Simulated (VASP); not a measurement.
# As (Fm-3m) in VASP: further runs, part 2 of 3

VASP 6.6.1.

### Step 3. Relaxation of cell and atoms, PBE, target pressure 120 GPa, at which the enthalpy is minimised

This run uses another cell than the first one, of 11.62 Å³/atom, 0.997 times its volume.

File INCAR:

```
SYSTEM = As
PREC = Accurate ; ENCUT = 600
EDIFF = 1E-7 ; ISMEAR = -1
SIGMA = 0.05 ; LREAL = .False.
LASPH = .True. ; NELM = 80
ALGO = Normal ; ISIF = 3
LWAVE = .False. ; LCHARG = .False.
GGA = PE ; IBRION = 2
NSW = 32 ; EDIFFG = -0.005
PSTRESS = 1200.0
```

File KPOINTS:

```
Automatic mesh
0
Gamma
  18 18 18
  0 0 0
```

File POSCAR:

```
As
1.0
    0.0000000000      1.7978091215      1.7978091215
    1.7978091215      0.0000000000      1.7978091215
    1.7978091215      1.7978091215      0.0000000000
As
1
Direct
    0.0000000000      0.0000000000      0.0000000000
```

Potentials or basis: VASP PAW PBE potentials, release 64 (As).

Run with:

```
> cat potpaw_PBE.64/As/POTCAR > POTCAR
> mpirun -np 1 vasp_std > vasp.out
```

OUTCAR:

```text
SYSTEM = As
   PREC = Accurate
   ENCUT = 600
   EDIFF = 1E-7
   ISMEAR = -1
   LREAL = .False.
   LASPH = .True.
   NELM = 80
   ISIF = 3
   GGA = PE
   IBRION = 2
   NSW = 32
   EDIFFG = -0.005
   PSTRESS = 1200.0

 ion  position               nearest neighbor table
   1  0.000  0.000  0.000-

  LATTYP: Found a face centered cubic cell.
 ALAT       =     3.5956182430

  Lattice vectors:

 A1 = (   0.0000000000,   1.7978091215,   1.7978091215)
 A2 = (   1.7978091215,   0.0000000000,   1.7978091215)
 A3 = (   1.7978091215,   1.7978091215,   0.0000000000)

Analysis of symmetry for initial positions (statically):
=====================================================================
 Subroutine PRICEL returns:
 Original cell was already a primitive cell.

 Routine SETGRP: Setting up the symmetry group for a
 face centered cubic supercell.

 Subroutine GETGRP returns: Found 48 space group operations
 (whereof 48 operations were pure point group operations)
 out of a pool of 48 trial point group operations.

The static configuration has the point symmetry O_h .

Analysis of symmetry for dynamics (positions and initial velocities):
=====================================================================
 Subroutine PRICEL returns:
 Original cell was already a primitive cell.

 Routine SETGRP: Setting up the symmetry group for a
 face centered cubic supercell.

 Subroutine GETGRP returns: Found 48 space group operations
 (whereof 48 operations were pure point group operations)
 out of a pool of 48 trial point group operations.

The dynamic configuration has the point symmetry O_h .

 Subroutine INISYM returns: Found 48 space group operations
 (whereof 48 operations are pure point group operations),
 and found     1 'primitive' translations

----------------------------------------------------------------------------------------

                                     Primitive cell

  volume of cell :      11.6215

  direct lattice vectors                    reciprocal lattice vectors
     0.000000000  1.797809122  1.797809122    -0.278116288  0.278116288  0.278116288
     1.797809122  0.000000000  1.797809122     0.278116288 -0.278116288  0.278116288
     1.797809122  1.797809122  0.000000000     0.278116288  0.278116288 -0.278116288

  length of vectors
     2.542486042  2.542486042  2.542486042     0.481711542  0.481711542  0.481711542

  position of ions in fractional coordinates (direct lattice)
     0.000000000  0.000000000  0.000000000

  ion indices of the primitive-cell ions
   primitive index   ion index
                 1           1

----------------------------------------------------------------------------------------

 KPOINTS: Automatic mesh

Automatic generation of k-mesh.
 Grid dimensions read from file:
 generate k-points for:   18   18   18

 Generating k-lattice:

  Cartesian coordinates                     Fractional coordinates (reciprocal lattice)
    -0.015450905  0.015450905  0.015450905     0.055555556  0.000000000  0.000000000
     0.015450905 -0.015450905  0.015450905     0.000000000  0.055555556  0.000000000
     0.015450905  0.015450905 -0.015450905     0.000000000  0.000000000  0.055555556

  Length of vectors
     0.026761752  0.026761752  0.026761752

  Shift w.r.t. Gamma in fractional coordinates (k-lattice)
     0.000000000  0.000000000  0.000000000

 Subroutine IBZKPT returns following result:
 ===========================================

 Found    195 irreducible k-points:

 Following reciprocal coordinates:
            Coordinates               Weight
  0.000000  0.000000  0.000000      1.000000
  0.055556  0.000000  0.000000      8.000000
  0.111111  0.000000  0.000000      8.000000
  0.166667  0.000000  0.000000      8.000000
  0.222222  0.000000  0.000000      8.000000
  0.277778  0.000000  0.000000      8.000000
[... 16 lines left out ...]
 -0.277778  0.055556  0.000000     24.000000
 -0.222222  0.055556  0.000000     24.000000
 [... further k-points ...]
   k-points           NKPTS =    195   k-points in BZ     NKDIM =    195   number of bands    NBANDS=      6
   number of dos      NEDOS =    301   number of ions     NIONS =      1
   total plane-waves  NPLWV =   8000
   dimension x,y,z NGX =    20 NGY =   20 NGZ =   20
   dimension x,y,z NGXF=    40 NGYF=   40 NGZF=   40
   ions per type =               1
   NGX,Y,Z   is equivalent  to a cutoff of  13.08, 13.08, 13.08 a.u.
   NGXF,Y,Z  is equivalent  to a cutoff of  26.15, 26.15, 26.15 a.u.
 SYSTEM =  As
   PREC   = accura    normal or accurate (medium, high low for compatibility)
   ISTART =      0    job   : 0-new  1-cont  2-samecut
   ICHARG =      2    charge: 1-file 2-atom 10-const
   ISPIN  =      1    spin polarized calculation?
   LNONCOLLINEAR =      F non collinear calculations
   LSORBIT =      F    spin-orbit coupling
   LASPH  =      T    aspherical Exc in radial PAW
   ENCUT  =  600.0 eV  44.10 Ry    6.64 a.u.   5.08  5.08  5.08*2*pi/ulx,y,z
   NELM   =     80;   NELMIN=  2; NELMDL= -5     # of ELM steps
   EDIFF  = 0.1E-06   stopping-criterion for ELM
   LREAL  =      F    real-space projection
   EDIFFG = -.5E-02   stopping-criterion for IOM
   NSW    =     32    number of steps for IOM
   IBRION =      2    ionic relax: 0-MD 1-quasi-New 2-CG
   NFREE  =      1    steps in history (QN), initial steepest desc. (CG)
   ISIF   =      3    stress and relaxation
   ISYM   =      2    0-nonsym 1-usesym 2-fastsym
   POTIM  = 0.5000    time-step for ionic-motion
   TEBEG  =    0.0;   TEEND  =   0.0 temperature during run
   PSTRESS= 1200.0 pullay stress
   NELECT =       5.0000    total number of electrons
   NUPDOWN=      -1.0000    fix difference up-down
   EMIN   =  10.00;   EMAX   =-10.00  energy-range for DOS
   EFERMI =   0.00;   METHOD = LEGACY
   ISMEAR =    -1;   SIGMA  =   0.05  broadening in eV -4-tet -1-fermi 0-gaus
   EFERMI_NEDOS =   21; number of points for ismear=-14 and -15
   IALGO  =     38    algorithm
   IMIX   =      4    mixing-type and parameters
     AMIX     =   0.40;   BMIX     =  1.00
     AMIX_MAG =   1.60;   BMIX_MAG =  1.00
  volume/ion in A,a.u.               =      11.62        78.43
  Fermi-wavevector in a.u.,A,eV,Ry     =   1.235885  2.335483 20.781685  1.527411
  Thomas-Fermi vector in A             =   2.370516
   LORBIT       =      0    0 simple, 1 ext, 2 COOP (PROOUT), +10 PAW based schemes
   GGA     = PE    functional components
   LHFCALC =     F    Hartree Fock is set to
   AEXX    =    0.0000 exact exchange contribution
   IVDW    =     0    specifies the selected vdW correction
   LEPSILON=     F    determine dielectric tensor
   LRPA    =     F    only Hartree local field effects (RPA)
 conjugate gradient relaxation of ions
 non-spin polarized calculation
  energy-cutoff  :      600.00
  volume of cell :       11.62
 maximum number of plane-waves:       397
   NGX = 11   NGY = 11   NGZ = 11

--------------------------------------- Ionic step        1  -------------------------------------------

 number of electron       5.0000000 magnetization

 Free energy of the ion-electron system (eV)
  ---------------------------------------------------
  ext. energy  EPLUGINS =         0.00000000
  ---------------------------------------------------
  free energy    TOTEN  =        -2.26321369 eV

  energy without entropy =       -2.25986788  energy(sigma->0) =       -2.26154079

------------------------ aborting loop because EDIFF is reached ----------------------------------------

  FORCE on cell =-STRESS in cart. coord.  units (eV):
  Direction    XX          YY          ZZ          XY          YZ          ZX
  --------------------------------------------------------------------------------------
  -------------------------------------------------------------------------------------
  Total        8.9278132      8.9278132      8.9278132     -0.0000000      0.0000000      0.0000000
  in kB     1230.8211291   1230.8211291   1230.8211291     -0.0000000      0.0000000      0.0000000
  external PRESSURE =      30.8211291 kB  Pullay stress =    1200.0000000 kB
[... 61 lines left out ...]
--------------------------------------- Ionic step        3  -------------------------------------------

 number of electron       5.0000000 magnetization

 Free energy of the ion-electron system (eV)
  ---------------------------------------------------
  ext. energy  EPLUGINS =         0.00000000
  ---------------------------------------------------
  free energy    TOTEN  =        -2.31704938 eV

  energy without entropy =       -2.31372785  energy(sigma->0) =       -2.31538861

 E-fermi :  13.4665     XC(G=0): -13.0510

 val. band max:       13.4268233933   @ k =   0.5000   0.2222   0.0000
 cond. band min:      13.5175613206   @ k =  -0.1667   0.1667   0.0556
 fundamental gap:      0.0907379273
 Fermi energy:        13.4664707581

 k-point     1 :       0.0000    0.0000    0.0000
  band No.  band energies     occupation
      1      -7.3893      2.00000
      2      24.1552      0.00000
      3      24.1552      0.00000
      4      24.1552      0.00000
      5      28.0254      0.00000
      6      28.0254      0.00000
[... 199 lines left out ...]
 k-point    24 :      -0.2222    0.0556    0.0000
  band No.  band energies     occupation
      1      -5.2520      2.00000
      2      13.0057      1.99980
      3      19.8640      0.00000
      4      22.9143      0.00000
      5      27.5385      0.00000
      6      28.5455      0.00000

 [... further k-points ...]
[... 5 lines left out ...]
  --------------------------------------------------------------------------------------
  -------------------------------------------------------------------------------------
  Total        8.7560904      8.7560904      8.7560904     -0.0000000     -0.0000000      0.0000000
  in kB     1199.8177617   1199.8177617   1199.8177617     -0.0000000     -0.0000000      0.0000000
  external PRESSURE =      -0.1822383 kB  Pullay stress =    1200.0000000 kB
[... 20 lines left out ...]
  energy  without entropy=       -2.3137278450  energy(sigma->0) =       -2.31538861

  enthalpy is  TOTEN    =         6.4403709319 eV   P V=        8.7574203155

 reached required accuracy - stopping structural energy minimisation
```

OSZICAR:

```text
N       E                     dE             d eps       ncg     rms          rms(c)
DAV:   1     0.767408260412E+01    0.76741E+01   -0.28193E+03  2388   0.767E+02
DAV:   2    -0.222956838517E+01   -0.99037E+01   -0.93754E+01  3222   0.806E+01
DAV:   3    -0.229974706858E+01   -0.70179E-01   -0.69395E-01  2790   0.783E+00
[... 20 lines left out ...]
DAV:   2    -0.231804502225E+01    0.19447E-02   -0.99064E-04  2652   0.355E-01    0.227E-01
DAV:   3    -0.231705112139E+01    0.99390E-03   -0.13955E-03  2502   0.269E-01    0.325E-02
DAV:   4    -0.231705051936E+01    0.60204E-06   -0.34513E-06  2766   0.278E-02    0.172E-02
DAV:   5    -0.231704943616E+01    0.10832E-05   -0.69050E-07  2580   0.845E-03    0.617E-04
DAV:   6    -0.231704938365E+01    0.52507E-07   -0.61788E-09  1326   0.937E-04
   3 F= 0.64403709E+01 E0= 0.64420317E+01  d E =-.666218E-03
```

CONTCAR:

```text
As
   1.00000000000000
    -0.0000000000000000    1.8014623018935321    1.8014623018935321
     1.8014623018935321   -0.0000000000000000    1.8014623018935321
     1.8014623018935321    1.8014623018935321   -0.0000000000000000
  As
     1
Direct
     0.0000000000000000    0.0000000000000000    0.0000000000000000

  0.00000000E+00  0.00000000E+00  0.00000000E+00
```

Wall time 11 s (1 thread of Intel Xeon 6975P-C (Granite Rapids), shared host); peak memory 0.14 GiB.

Results:

```yaml
Free_energy: -2.3170 eV
Relaxed_volume: 11.69 Å³/atom
Relaxed_cell: a = 2.548 Å, b = 2.548 Å, c = 2.548 Å, α = 60.00°, β = 60.00°, γ = 60.00°
Space_group_after_relaxing_to_0.05_Å: Fm-3m (No. 225)
Energy_change_on_relaxing_the_enthalpy_is_what_falls: -53.8 meV/atom
Ionic_steps: 3
Pressure_after_relaxing: 120.0 GPa
```

Step by step:
```csv
step,energy change (eV),largest force (eV/Å),pressure (GPa),volume (Å³)
1,0.0000,0.0000,123.08,11.62
2,-0.2729,0.0000,107.35,12.00
3,-0.0538,0.0000,119.98,11.69
```

Final structure:
```
As
1.0
     0.00000    1.80146    1.80146
     1.80146    0.00000    1.80146
     1.80146    1.80146    0.00000
As
1
Cartesian
  0.0000 0.0000 0.0000
```

Caveat: the cell is relaxed towards a set pressure, so the enthalpy falls and the energy may rise.

### Step 4. Relaxation of cell and atoms, PBE

This run uses another cell than the first one, of 19.00 Å³/atom, 1.630 times its volume.

File INCAR:

```
  PREC = Accurate
  ENCUT = 600
  EDIFF = 1E-7
  ISMEAR = -1
  SIGMA = 0.05
  LREAL = F
  LASPH = T
  NELM = 80
  ALGO = Normal
  ISIF = 3
  LWAVE = F
  LCHARG = F
  GGA = PE
  IBRION = 2
  NSW = 60
  EDIFFG = -0.005
```

File KPOINTS:

```
Automatic mesh
0
Gamma
  16 16 16
```

File POSCAR:

```
As
1.0
    0.0000000000      2.1179117921      2.1179117921
    2.1179117921      0.0000000000      2.1179117921
    2.1179117921      2.1179117921      0.0000000000
As
1
Direct
    0.0000000000      0.0000000000      0.0000000000
```

Run with:

```
> cat potpaw_PBE.64/As/POTCAR > POTCAR
> mpirun -np 1 vasp_std > vasp.out
```

Wall time 9.7 s (1 thread of Intel Xeon 6975P-C (Granite Rapids), shared host); peak memory 0.15 GiB.

Results (log left out):

```
Free energy                            : -4.1281 eV
Relaxed volume                         : 19.34 Å³/atom
Relaxed cell                           : a = 3.013 Å, b = 3.013 Å, c = 3.013 Å, α = 60.00°, β = 60.00°, γ = 60.00°
Space group after relaxing (to 0.05 Å) : Fm-3m (No. 225)
Energy gained by relaxing              : 1.5 meV/atom
Ionic steps                            : 3
Pressure after relaxing                : 0.0 GPa
```

The path:
```tsv
step	energy change (eV)	largest force (eV/Å)	pressure (GPa)	volume (Å³)
1	0.0000	0.0000	1.47	19.00
2	-0.0013	0.0000	-0.57	19.48
3	-0.0015	0.0000	0.01	19.34
```

Final structure:
```cif
data_structure
_symmetry_space_group_name_H-M 'P 1'
_symmetry_Int_Tables_number 1
_cell_length_a 3.0130
_cell_length_b 3.0130
_cell_length_c 3.0130
_cell_angle_alpha 60.000
_cell_angle_beta 60.000
_cell_angle_gamma 60.000
_cell_volume 19.34
loop_
_atom_site_label
_atom_site_type_symbol
_atom_site_fract_x
_atom_site_fract_y
_atom_site_fract_z
_atom_site_occupancy
As1 As 0.00000 0.00000 0.00000 1
```

Levels at points of the mesh, in eV from the Fermi level:
```tsv
k point	band 1	band 2	band 3	band 4	band 5	band 6
(0.00, 0.00, 0.00)	-14.99	5.66	5.66	5.66	12.32	12.32
(0.50, 0.00, 0.00)	-10.67	-6.62	3.98	3.98	9.65	11.27
(0.50, 0.50, 0.00)	-8.86	-5.55	0.55	0.55	5.04	5.68
```

(Part 2 of 3 ends here.)
